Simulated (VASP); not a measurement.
# SnO2 (fluorite type) (Fm-3m) in VASP: notebook, part 2 of 3

VASP 6.6.1. The steps go on from the part before.

## 3. Single point, PBE

INCAR

```
ALGO = Normal
EDIFF = 1E-6
ENCUT = 520
GGA = PE
ISIF = 2
ISMEAR = -1
LASPH = True
LCHARG = False
LREAL = False
LWAVE = False
NBANDS = 20
NELM = 80
PREC = Accurate
SIGMA = 0.08
```

KPOINTS

```
k-points
0
Gamma
  11 11 11
```

POSCAR

```
SnO2
1.0
    0.0000000000      2.5712781804      2.5712781804
    2.5712781804      0.0000000000      2.5712781804
    2.5712781804      2.5712781804      0.0000000000
Sn O
1 2
Direct
    0.0000000000      0.0000000000      0.0000000000
    0.2500000000      0.2500000000      0.2500000000
    0.7500000000      0.7500000000      0.7500000000
```

Potentials or basis: VASP PAW PBE potentials, release 64 (Sn_d, O).

Run with:

```
> cat potpaw_PBE.64/Sn_d/POTCAR potpaw_PBE.64/O/POTCAR > POTCAR
> mpirun -np 1 vasp_std > vasp.out
```

OUTCAR:

```text
EDIFF = 1E-6
   ENCUT = 520
   GGA = PE
   ISIF = 2
   ISMEAR = -1
   LASPH = True
   LREAL = False
   NELM = 80
   PREC = Accurate

 ion  position               nearest neighbor table
   1  0.000  0.000  0.000-   3 2.23   3 2.23   3 2.23   2 2.23   2 2.23   2 2.23   3 2.23   2 2.23

   2  0.250  0.250  0.250-   1 2.23   1 2.23   1 2.23   1 2.23
   3  0.750  0.750  0.750-   1 2.23   1 2.23   1 2.23   1 2.23

  LATTYP: Found a face centered cubic cell.
 ALAT       =     5.1425563608

  Lattice vectors:

 A1 = (   0.0000000000,   2.5712781804,   2.5712781804)
 A2 = (   2.5712781804,   0.0000000000,   2.5712781804)
 A3 = (   2.5712781804,   2.5712781804,   0.0000000000)

Analysis of symmetry for initial positions (statically):
=====================================================================
 Subroutine PRICEL returns:
 Original cell was already a primitive cell.

 Routine SETGRP: Setting up the symmetry group for a
 face centered cubic supercell.

 Subroutine GETGRP returns: Found 48 space group operations
 (whereof 48 operations were pure point group operations)
 out of a pool of 48 trial point group operations.

The static configuration has the point symmetry O_h .

Analysis of symmetry for dynamics (positions and initial velocities):
=====================================================================
 Subroutine PRICEL returns:
 Original cell was already a primitive cell.

 Routine SETGRP: Setting up the symmetry group for a
 face centered cubic supercell.

 Subroutine GETGRP returns: Found 48 space group operations
 (whereof 48 operations were pure point group operations)
 out of a pool of 48 trial point group operations.

The dynamic configuration has the point symmetry O_h .

 Subroutine INISYM returns: Found 48 space group operations
 (whereof 48 operations are pure point group operations),
 and found     1 'primitive' translations

----------------------------------------------------------------------------------------

                                     Primitive cell

  volume of cell :      33.9999

  direct lattice vectors                    reciprocal lattice vectors
     0.000000000  2.571278180  2.571278180    -0.194455817  0.194455817  0.194455817
     2.571278180  0.000000000  2.571278180     0.194455817 -0.194455817  0.194455817
     2.571278180  2.571278180  0.000000000     0.194455817  0.194455817 -0.194455817

  length of vectors
     3.636336475  3.636336475  3.636336475     0.336807355  0.336807355  0.336807355

  position of ions in fractional coordinates (direct lattice)
     0.000000000  0.000000000  0.000000000
     0.250000000  0.250000000  0.250000000
     0.750000000  0.750000000  0.750000000

  ion indices of the primitive-cell ions
   primitive index   ion index
                 1           1
                 2           2
                 3           3

----------------------------------------------------------------------------------------

 KPOINTS: k-points

Automatic generation of k-mesh.
 Grid dimensions read from file:
 generate k-points for:   11   11   11

 Generating k-lattice:

  Cartesian coordinates                     Fractional coordinates (reciprocal lattice)
    -0.017677802  0.017677802  0.017677802     0.090909091  0.000000000  0.000000000
     0.017677802 -0.017677802  0.017677802     0.000000000  0.090909091  0.000000000
     0.017677802  0.017677802 -0.017677802     0.000000000  0.000000000  0.090909091

  Length of vectors
     0.030618850  0.030618850  0.030618850

  Shift w.r.t. Gamma in fractional coordinates (k-lattice)
     0.000000000  0.000000000  0.000000000

 Subroutine IBZKPT returns following result:
 ===========================================

 Found     56 irreducible k-points:

 Following reciprocal coordinates:
            Coordinates               Weight
  0.000000  0.000000  0.000000      1.000000
  0.090909  0.000000  0.000000      8.000000
  0.181818  0.000000  0.000000      8.000000
  0.272727  0.000000  0.000000      8.000000
  0.363636  0.000000  0.000000      8.000000
  0.454545  0.000000  0.000000      8.000000
[... 16 lines left out ...]
 -0.272727  0.181818  0.000000     24.000000
 -0.181818  0.181818  0.000000     12.000000
 [... further k-points ...]
   k-points           NKPTS =     56   k-points in BZ     NKDIM =     56   number of bands    NBANDS=     20
   number of dos      NEDOS =    301   number of ions     NIONS =      3
   total plane-waves  NPLWV =  21952
   dimension x,y,z NGX =    28 NGY =   28 NGZ =   28
   dimension x,y,z NGXF=    56 NGYF=   56 NGZF=   56
   ions per type =               1   2
   NGX,Y,Z   is equivalent  to a cutoff of  12.80, 12.80, 12.80 a.u.
   NGXF,Y,Z  is equivalent  to a cutoff of  25.60, 25.60, 25.60 a.u.
 SYSTEM =  unknown system
   PREC   = accura    normal or accurate (medium, high low for compatibility)
   ISTART =      0    job   : 0-new  1-cont  2-samecut
   ICHARG =      2    charge: 1-file 2-atom 10-const
   ISPIN  =      1    spin polarized calculation?
   LNONCOLLINEAR =      F non collinear calculations
   LSORBIT =      F    spin-orbit coupling
   LASPH  =      T    aspherical Exc in radial PAW
   ENCUT  =  520.0 eV  38.22 Ry    6.18 a.u.   6.76  6.76  6.76*2*pi/ulx,y,z
   NELM   =     80;   NELMIN=  2; NELMDL= -5     # of ELM steps
   EDIFF  = 0.1E-05   stopping-criterion for ELM
   LREAL  =      F    real-space projection
   EDIFFG = 0.1E-04   stopping-criterion for IOM
   NSW    =      0    number of steps for IOM
   IBRION =     -1    ionic relax: 0-MD 1-quasi-New 2-CG
   NFREE  =      0    steps in history (QN), initial steepest desc. (CG)
   ISIF   =      2    stress and relaxation
   ISYM   =      2    0-nonsym 1-usesym 2-fastsym
   POTIM  = 0.5000    time-step for ionic-motion
   TEBEG  =    0.0;   TEEND  =   0.0 temperature during run
   PSTRESS=    0.0 pullay stress
   NELECT =      26.0000    total number of electrons
   NUPDOWN=      -1.0000    fix difference up-down
   EMIN   =  10.00;   EMAX   =-10.00  energy-range for DOS
   EFERMI =   0.00;   METHOD = LEGACY
   ISMEAR =    -1;   SIGMA  =   0.08  broadening in eV -4-tet -1-fermi 0-gaus
   EFERMI_NEDOS =   21; number of points for ismear=-14 and -15
   IALGO  =     38    algorithm
   IMIX   =      4    mixing-type and parameters
     AMIX     =   0.40;   BMIX     =  1.00
     AMIX_MAG =   1.60;   BMIX_MAG =  1.00
  volume/ion in A,a.u.               =      11.33        76.48
  Fermi-wavevector in a.u.,A,eV,Ry     =   1.497063  2.829040 30.493365  2.241199
  Thomas-Fermi vector in A             =   2.609000
   LORBIT       =      0    0 simple, 1 ext, 2 COOP (PROOUT), +10 PAW based schemes
   GGA     = PE    functional components
[... 5 lines left out ...]
 non-spin polarized calculation
  energy-cutoff  :      520.00
  volume of cell :       34.00
 maximum number of plane-waves:       941
   NGX = 13   NGY = 13   NGZ = 13

 number of electron      25.9999990 magnetization

 Free energy of the ion-electron system (eV)
  ---------------------------------------------------
  ext. energy  EPLUGINS =         0.00000000
  ---------------------------------------------------
  free energy    TOTEN  =       -17.91729374 eV

  energy without entropy =      -17.91642992  energy(sigma->0) =      -17.91686183

 E-fermi :   7.7234     XC(G=0): -11.6809

 val. band max:        7.3399249719   @ k =  -0.2727   0.4545   0.1818
 cond. band min:       8.1783629245   @ k =   0.0909   0.0000   0.0000
 fundamental gap:      0.8384379525
 Fermi energy:         7.7234025088

 k-point     1 :       0.0000    0.0000    0.0000
  band No.  band energies     occupation
      1     -13.1691      2.00000
      2     -13.1691      2.00000
      3     -13.1691      2.00000
      4     -13.0433      2.00000
      5     -13.0433      2.00000
      6     -11.9312      2.00000
[... 12 lines left out ...]
     19      22.5020      0.00000
     20      22.5020      0.00000

 k-point     2 :       0.0909    0.0000    0.0000
  band No.  band energies     occupation
      1     -13.1974      2.00000
      2     -13.1633      2.00000
      3     -13.1633      2.00000
      4     -13.0435      2.00000
      5     -13.0435      2.00000
      6     -11.8507      2.00000
[... 12 lines left out ...]
     19      22.5175      0.00000
     20      22.5175      0.00000
[... 465 lines left out ...]
      3     -13.1066      2.00000
      4     -13.0466      2.00000
      5     -13.0386      2.00000
      6     -10.5434      2.00000
[... 12 lines left out ...]
     19      22.4971      0.00000
     20      25.7478      0.00000

 k-point    24 :      -0.1818    0.1818    0.0000
  band No.  band energies     occupation
      1     -13.3580      2.00000
      2     -13.2029      2.00000
      3     -13.1231      2.00000
      4     -13.0526      2.00000
      5     -13.0352      2.00000
      6     -11.0449      2.00000
[... 12 lines left out ...]
     19      22.4434      0.00000
     20      25.0350      0.00000

 [... further k-points ...]
[... 5 lines left out ...]
  --------------------------------------------------------------------------------------
  -------------------------------------------------------------------------------------
  Total        0.1434357      0.1434357      0.1434357      0.0000000      0.0000000     -0.0000000
  in kB        6.7591290      6.7591290      6.7591290      0.0000000      0.0000000     -0.0000000
  external PRESSURE =       6.7591290 kB  Pullay stress =       0.0000000 kB

 VOLUME and BASIS-vectors are now :
 -----------------------------------------------------------------------------
  energy-cutoff  :      520.00
  volume of cell :       34.00
      direct lattice vectors                 reciprocal lattice vectors
     0.000000000  2.571278180  2.571278180    -0.194455817  0.194455817  0.194455817
     2.571278180  0.000000000  2.571278180     0.194455817 -0.194455817  0.194455817
     2.571278180  2.571278180  0.000000000     0.194455817  0.194455817 -0.194455817

 POSITION                                       TOTAL-FORCE (eV/Angst)
 -----------------------------------------------------------------------------------
      0.00000      0.00000      0.00000         0.000000      0.000000      0.000000
      1.28564      1.28564      1.28564        -0.000000      0.000000     -0.000000
      3.85692      3.85692      3.85692        -0.000000     -0.000000      0.000000
 -----------------------------------------------------------------------------------
    total drift:                               -0.000000     -0.000000      0.000000

  FREE ENERGIE OF THE ION-ELECTRON SYSTEM (eV)
  ---------------------------------------------------
  free  energy   TOTEN  =       -17.9172937442 eV

  energy  without entropy=      -17.9164299161  energy(sigma->0) =      -17.91686183
```

It took 29 s on 1 thread of Intel Xeon Platinum 8488C (Sapphire Rapids), shared host; peak memory 0.17 GiB.

Results:

```yaml
Free_energy: -17.9173 eV
Pressure: 0.7 GPa
Band_gap_on_the_k_mesh: zero (band 13 reaches 7.34 eV, above the bottom of band 14 at 7.24 eV)
```

Caveat: spin-orbit coupling is left out, which moves the levels of the heavy elements.

(Continued in part 3 of 3.)
